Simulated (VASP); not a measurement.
# CdGeAs2 (P-4m2) in VASP: further runs

CdGeAs2 is run at these levels: PBEsol, r2SCAN; tasks: single point.

Program: VASP 6.6.1. These are calculated values, not measurements. Logs are shortened: lines on timing, memory, paths and dates and some standing lists are left out, and cuts for length are marked.

### Step 1. The cell of the first run

The structure is tetragonal, space group P-4m2 (No. 115). Conventional cell: a = 4.076 Å, b = 4.076 Å, c = 6.118 Å, α = 90.00°, β = 90.00°, γ = 90.00°. Cd (site symmetry -4m2) has 4 As at 2.61 Å within 3.4 Å. Within 3.3 Å of As (site symmetry 2mm) lie 2 Ge at 2.49 Å and 2 Cd at 2.61 Å. Ge (site symmetry -4m2) has 4 As at 2.49 Å within 3.3 Å.

### Step 2. Single point, PBEsol

Input file INCAR:

```
PREC = Accurate
ENCUT = 520
EDIFF = 1E-6
ISMEAR = -1
SIGMA = 0.02
LREAL = F
LASPH = T
NELM = 80
ALGO = Normal
ISIF = 2
LWAVE = F
LCHARG = F
GGA = PS
NBANDS = 26
```

Input file KPOINTS:

```
regular mesh
0
Gamma
  4 4 4
```

Input file POSCAR:

```
CdGeAs2
1.0
    4.0763717120      0.0000000000      0.0000000000
    0.0000000000      4.0763717120      0.0000000000
    0.0000000000      0.0000000000      6.1183213177
Cd As Ge
1 2 1
Direct
    0.0000000000      0.0000000000      0.0000000000
    0.0000000000      0.5000000000      0.2672334419
    0.5000000000      0.0000000000      0.7327665581
    0.5000000000      0.5000000000      0.5000000000
```

Potentials or basis: VASP PAW PBE potentials, release 64 (Cd, As, Ge_d).

Run with:

```bash
> cat potpaw_PBE.64/Cd/POTCAR potpaw_PBE.64/As/POTCAR potpaw_PBE.64/Ge_d/POTCAR > POTCAR
> mpirun -np 1 vasp_std > vasp.out
```

OUTCAR:

```text
PREC = Accurate
   ENCUT = 520
   EDIFF = 1E-6
   ISMEAR = -1
   LREAL = F
   LASPH = T
   NELM = 80
   ISIF = 2
   GGA = PS

 ion  position               nearest neighbor table
   1  0.000  0.000  0.000-   2 2.61   3 2.61   2 2.61   3 2.61
   2  0.000  0.500  0.267-   4 2.49   4 2.49   1 2.61   1 2.61
   3  0.500  0.000  0.733-   4 2.49   4 2.49   1 2.61   1 2.61
   4  0.500  0.500  0.500-   2 2.49   3 2.49   3 2.49   2 2.49

  LATTYP: Found a simple tetragonal cell.
 ALAT       =     4.0763717120
 C/A-ratio  =     1.5009233088

  Lattice vectors:

 A1 = (   4.0763717120,   0.0000000000,   0.0000000000)
 A2 = (   0.0000000000,   4.0763717120,   0.0000000000)
 A3 = (   0.0000000000,   0.0000000000,   6.1183213177)

Analysis of symmetry for initial positions (statically):
=====================================================================
 Subroutine PRICEL returns:
 Original cell was already a primitive cell.

 Routine SETGRP: Setting up the symmetry group for a
 simple tetragonal supercell.

 Subroutine GETGRP returns: Found  8 space group operations
 (whereof  8 operations were pure point group operations)
 out of a pool of 16 trial point group operations.

The static configuration has the point symmetry D_2d.

Analysis of symmetry for dynamics (positions and initial velocities):
=====================================================================
 Subroutine PRICEL returns:
 Original cell was already a primitive cell.

 Routine SETGRP: Setting up the symmetry group for a
 simple tetragonal supercell.

 Subroutine GETGRP returns: Found  8 space group operations
 (whereof  8 operations were pure point group operations)
 out of a pool of 16 trial point group operations.

The dynamic configuration has the point symmetry D_2d.

 Subroutine INISYM returns: Found  8 space group operations
 (whereof  8 operations are pure point group operations),
 and found     1 'primitive' translations

----------------------------------------------------------------------------------------

                                     Primitive cell

  volume of cell :     101.6670

  direct lattice vectors                    reciprocal lattice vectors
     4.076371712  0.000000000  0.000000000     0.245316196  0.000000000  0.000000000
     0.000000000  4.076371712  0.000000000     0.000000000  0.245316196  0.000000000
     0.000000000  0.000000000  6.118321318     0.000000000  0.000000000  0.163443524

  length of vectors
     4.076371712  4.076371712  6.118321318     0.245316196  0.245316196  0.163443524

  position of ions in fractional coordinates (direct lattice)
     0.000000000  0.000000000  0.000000000
     0.000000000  0.500000000  0.267233442
     0.500000000  0.000000000  0.732766558
     0.500000000  0.500000000  0.500000000

  ion indices of the primitive-cell ions
   primitive index   ion index
                 1           1
                 2           2
                 3           3
                 4           4

----------------------------------------------------------------------------------------

 KPOINTS: regular mesh

Automatic generation of k-mesh.
 Grid dimensions read from file:
 generate k-points for:    4    4    4

 Generating k-lattice:

  Cartesian coordinates                     Fractional coordinates (reciprocal lattice)
     0.061329049  0.000000000  0.000000000     0.250000000  0.000000000  0.000000000
     0.000000000  0.061329049  0.000000000     0.000000000  0.250000000  0.000000000
     0.000000000  0.000000000  0.040860881     0.000000000  0.000000000  0.250000000

  Length of vectors
     0.061329049  0.061329049  0.040860881

  Shift w.r.t. Gamma in fractional coordinates (k-lattice)
     0.000000000  0.000000000  0.000000000

 Subroutine IBZKPT returns following result:
 ===========================================

 Found     18 irreducible k-points:

 Following reciprocal coordinates:
            Coordinates               Weight
  0.000000  0.000000  0.000000      1.000000
  0.250000  0.000000  0.000000      4.000000
  0.500000  0.000000  0.000000      2.000000
  0.250000  0.250000  0.000000      4.000000
  0.500000  0.250000  0.000000      4.000000
  0.500000  0.500000  0.000000      1.000000
[... 10 lines left out ...]
  0.500000  0.250000  0.500000      4.000000
  0.500000  0.500000  0.500000      1.000000
   k-points           NKPTS =     18   k-points in BZ     NKDIM =     18   number of bands    NBANDS=     26
   number of dos      NEDOS =    301   number of ions     NIONS =      4
   total plane-waves  NPLWV =  43200
   dimension x,y,z NGX =    30 NGY =   30 NGZ =   48
   dimension x,y,z NGXF=    60 NGYF=   60 NGZF=   96
   ions per type =               1   2   1
   NGX,Y,Z   is equivalent  to a cutoff of  12.23, 12.23, 13.04 a.u.
   NGXF,Y,Z  is equivalent  to a cutoff of  24.47, 24.47, 26.08 a.u.
 SYSTEM =  unknown system
   PREC   = accura    normal or accurate (medium, high low for compatibility)
   ISTART =      0    job   : 0-new  1-cont  2-samecut
   ICHARG =      2    charge: 1-file 2-atom 10-const
   ISPIN  =      1    spin polarized calculation?
   LNONCOLLINEAR =      F non collinear calculations
   LSORBIT =      F    spin-orbit coupling
   LASPH  =      T    aspherical Exc in radial PAW
   ENCUT  =  520.0 eV  38.22 Ry    6.18 a.u.   7.58  7.58 11.38*2*pi/ulx,y,z
   NELM   =     80;   NELMIN=  2; NELMDL= -5     # of ELM steps
   EDIFF  = 0.1E-05   stopping-criterion for ELM
   LREAL  =      F    real-space projection
   EDIFFG = 0.1E-04   stopping-criterion for IOM
   NSW    =      0    number of steps for IOM
   IBRION =     -1    ionic relax: 0-MD 1-quasi-New 2-CG
   NFREE  =      0    steps in history (QN), initial steepest desc. (CG)
   ISIF   =      2    stress and relaxation
   ISYM   =      2    0-nonsym 1-usesym 2-fastsym
   POTIM  = 0.5000    time-step for ionic-motion
   TEBEG  =    0.0;   TEEND  =   0.0 temperature during run
   PSTRESS=    0.0 pullay stress
   NELECT =      36.0000    total number of electrons
   NUPDOWN=      -1.0000    fix difference up-down
   EMIN   =  10.00;   EMAX   =-10.00  energy-range for DOS
   EFERMI =   0.00;   METHOD = LEGACY
   ISMEAR =    -1;   SIGMA  =   0.02  broadening in eV -4-tet -1-fermi 0-gaus
   EFERMI_NEDOS =   21; number of points for ismear=-14 and -15
   IALGO  =     38    algorithm
   IMIX   =      4    mixing-type and parameters
     AMIX     =   0.40;   BMIX     =  1.00
     AMIX_MAG =   1.60;   BMIX_MAG =  1.00
  volume/ion in A,a.u.               =      25.42       171.52
  Fermi-wavevector in a.u.,A,eV,Ry     =   1.158197  2.188675 18.251127  1.341420
  Thomas-Fermi vector in A             =   2.294801
   LORBIT       =      0    0 simple, 1 ext, 2 COOP (PROOUT), +10 PAW based schemes
   GGA     = PS    functional components
   LHFCALC =     F    Hartree Fock is set to
   AEXX    =    0.0000 exact exchange contribution
   IVDW    =     0    specifies the selected vdW correction
   LEPSILON=     F    determine dielectric tensor
   LRPA    =     F    only Hartree local field effects (RPA)
 non-spin polarized calculation
  energy-cutoff  :      520.00
  volume of cell :      101.67
 maximum number of plane-waves:      2783
   NGX = 15   NGY = 15   NGZ = 23

 number of electron      35.9999979 magnetization

 Free energy of the ion-electron system (eV)
  ---------------------------------------------------
  ext. energy  EPLUGINS =         0.00000000
  ---------------------------------------------------
  free energy    TOTEN  =       -16.23491483 eV

  energy without entropy =      -16.23177449  energy(sigma->0) =      -16.23334466

 E-fermi :   3.0450     XC(G=0):  -9.4780

 val. band max:        3.0381560688   @ k =   0.2500   0.0000   0.0000
 cond. band min:       3.0931785855   @ k =   0.2500   0.0000   0.2500
 fundamental gap:      0.0550225166
 Fermi energy:         3.0449738214

 k-point     1 :       0.0000    0.0000    0.0000
  band No.  band energies     occupation
      1     -22.0809      2.00000
      2     -22.0809      2.00000
      3     -22.0725      2.00000
      4     -22.0706      2.00000
      5     -22.0404      2.00000
      6      -9.9322      2.00000
[... 18 lines left out ...]
     25      10.0419      0.00000
     26      12.0005      0.00000

 k-point     2 :       0.2500    0.0000    0.0000
  band No.  band energies     occupation
      1     -22.0831      2.00000
      2     -22.0808      2.00000
      3     -22.0722      2.00000
      4     -22.0670      2.00000
      5     -22.0410      2.00000
      6      -9.5601      2.00000
[... 18 lines left out ...]
     25      10.4757      0.00000
     26      10.4898      0.00000

 k-point     3 :       0.5000    0.0000    0.0000
  band No.  band energies     occupation
      1     -22.0849      2.00000
      2     -22.0807      2.00000
      3     -22.0721      2.00000
      4     -22.0636      2.00000
      5     -22.0417      2.00000
      6      -8.9657      2.00000
[... 18 lines left out ...]
     25       8.5355      0.00000
     26       9.8952      0.00000

 k-point     4 :       0.2500    0.2500    0.0000
  band No.  band energies     occupation
      1     -22.0831      2.00000
      2     -22.0828      2.00000
      3     -22.0711      2.00000
      4     -22.0642      2.00000
      5     -22.0417      2.00000
      6      -9.1811      2.00000
[... 18 lines left out ...]
     25       8.9585      0.00000
     26       9.9970      0.00000
[... 322 lines left out ...]
      1     -22.0831      2.00000
      2     -22.0828      2.00000
      3     -22.0711      2.00000
      4     -22.0642      2.00000
      5     -22.0417      2.00000
      6      -9.0579      2.00000
[... 18 lines left out ...]
     25       8.7213      0.00000
     26       9.5965      0.00000

 k-point    17 :       0.5000    0.2500    0.5000
  band No.  band energies     occupation
      1     -22.0848      2.00000
      2     -22.0828      2.00000
      3     -22.0707      2.00000
      4     -22.0611      2.00000
      5     -22.0424      2.00000
      6      -8.5566      2.00000
[... 18 lines left out ...]
     25       9.1475      0.00000
     26      10.5078      0.00000

 k-point    18 :       0.5000    0.5000    0.5000
  band No.  band energies     occupation
      1     -22.0847      2.00000
      2     -22.0847      2.00000
      3     -22.0699      2.00000
      4     -22.0583      2.00000
      5     -22.0431      2.00000
      6      -7.9087      2.00000
[... 18 lines left out ...]
     25       8.0366      0.00000
     26       8.9682      0.00000

------------------------ aborting loop because EDIFF is reached ----------------------------------------

  FORCE on cell =-STRESS in cart. coord.  units (eV):
  Direction    XX          YY          ZZ          XY          YZ          ZX
  --------------------------------------------------------------------------------------
  -------------------------------------------------------------------------------------
  Total        0.0562362      0.0562362     -0.6012959      0.0000000      0.0000000      0.0000000
  in kB        0.8862303      0.8862303     -9.4758678      0.0000000      0.0000000      0.0000000
  external PRESSURE =      -2.5678024 kB  Pullay stress =       0.0000000 kB

 VOLUME and BASIS-vectors are now :
 -----------------------------------------------------------------------------
  energy-cutoff  :      520.00
  volume of cell :      101.67
      direct lattice vectors                 reciprocal lattice vectors
     4.076371712  0.000000000  0.000000000     0.245316196  0.000000000  0.000000000
     0.000000000  4.076371712  0.000000000     0.000000000  0.245316196  0.000000000
     0.000000000  0.000000000  6.118321318     0.000000000  0.000000000  0.163443524

 POSITION                                       TOTAL-FORCE (eV/Angst)
 -----------------------------------------------------------------------------------
      0.00000      0.00000      0.00000        -0.000000      0.000000      0.000000
      0.00000      2.03819      1.63502         0.000000      0.000000     -0.094215
      2.03819      0.00000      4.48330         0.000000      0.000000      0.094215
      2.03819      2.03819      3.05916         0.000000     -0.000000      0.000000
 -----------------------------------------------------------------------------------
    total drift:                                0.000000      0.000000      0.000000

  FREE ENERGIE OF THE ION-ELECTRON SYSTEM (eV)
  ---------------------------------------------------
  free  energy   TOTEN  =       -16.2349148300 eV

  energy  without entropy=      -16.2317744889  energy(sigma->0) =      -16.23334466
```

Wall time 30 s (1 thread of Intel Xeon Platinum 8488C (Sapphire Rapids), shared host); peak memory 0.21 GiB.

Results:

```
Free energy            : -16.2349 eV
Pressure               : -0.3 GPa
Largest force          : 0.094 eV/Å
Band gap on the k mesh : zero (band 18 reaches 3.17 eV, above the bottom of band 19 at 2.87 eV)
```

Forces in eV/Å, atoms in the order of the input:
```
Cd   0.000  0.000  0.000
As   0.000  0.000 -0.094
As   0.000  0.000  0.094
Ge   0.000  0.000  0.000
```

Stress tensor (GPa, compression positive):
```
 0.09  0.00  0.00
 0.00  0.09  0.00
 0.00  0.00 -0.95
```

Caveat: the k points lie up to 0.39 Å⁻¹ apart; the PAW data sets were made with another functional, which shifts forces and pressure a little.

### Step 3. Single point, r2SCAN

POSCAR is that of step 2.

Input file INCAR.step1:

```
ALGO = Normal
EDIFF = 1E-4
ENCUT = 520
GGA = PE
ISMEAR = -1
LASPH = True
LCHARG = False
LREAL = False
LWAVE = True
NBANDS = 26
NELM = 60
PREC = Accurate
SIGMA = 0.02
```

Input file INCAR.step2:

```
ALGO = Normal
EDIFF = 1E-7
ENCUT = 520
ISIF = 2
ISMEAR = -1
ISTART = 1
LASPH = True
LCHARG = False
LMIXTAU = True
LREAL = False
LWAVE = False
METAGGA = R2SCAN
NBANDS = 26
NELM = 60
PREC = Accurate
SIGMA = 0.02
```

Input file KPOINTS:

```
k-points
0
Gamma
  4 4 4
```

Potentials or basis: VASP PAW PBE potentials, release 64 (Cd, As, Ge_d).

Run with:

```bash
> cat potpaw_PBE.64/Cd/POTCAR potpaw_PBE.64/As/POTCAR potpaw_PBE.64/Ge_d/POTCAR > POTCAR
> cp INCAR.step1 INCAR
> mpirun -np 1 vasp_std > vasp.out
> cp INCAR.step2 INCAR
> mpirun -np 1 vasp_std > vasp.out
```

Run time: 1.7 min. Hardware: 1 thread of Intel Xeon Platinum 8488C (Sapphire Rapids), shared host; peak memory 0.23 GiB.

The run converged. Its results:

| Item | Value |
| --- | --- |
| Free energy | -63.6231 eV |
| Pressure | 0.4 GPa |
| Largest force | 0.046 eV/Å |
| Band gap on the k mesh | zero (band 18 reaches 3.08 eV, above the bottom of band 19 at 2.77 eV) |

Forces in eV/Å, atoms in the order of the input:
```
Cd   0.000  0.000  0.000
As   0.000  0.000  0.046
As   0.000  0.000 -0.046
Ge   0.000  0.000  0.000
```

Stress tensor (GPa, compression positive):
```
 0.56  0.00  0.00
 0.00  0.56  0.00
 0.00  0.00 -0.06
```

Levels at points of the mesh, in eV from the Fermi level:
```
           k point  band 16  band 17  band 18  band 19  band 20  band 21
(0.00, 0.00, 0.00)    -0.71    -0.51     0.12     0.12     0.92     2.72
(0.50, 0.00, 0.00)    -3.55    -2.53    -0.29     0.88     4.11     4.43
(0.50, 0.50, 0.00)    -2.96    -2.96    -1.99     1.24     1.51     1.51
(0.00, 0.00, 0.50)    -2.91    -0.82    -0.82     0.96     1.07     3.91
(0.50, 0.00, 0.50)    -1.93    -1.23    -0.40    -0.19     1.98     3.50
(0.50, 0.50, 0.50)    -3.47    -3.47    -3.08     2.72     3.99     3.99
```

Caveat: the k points lie up to 0.39 Å⁻¹ apart; the PAW data sets were made with another functional, which shifts forces and pressure a little.
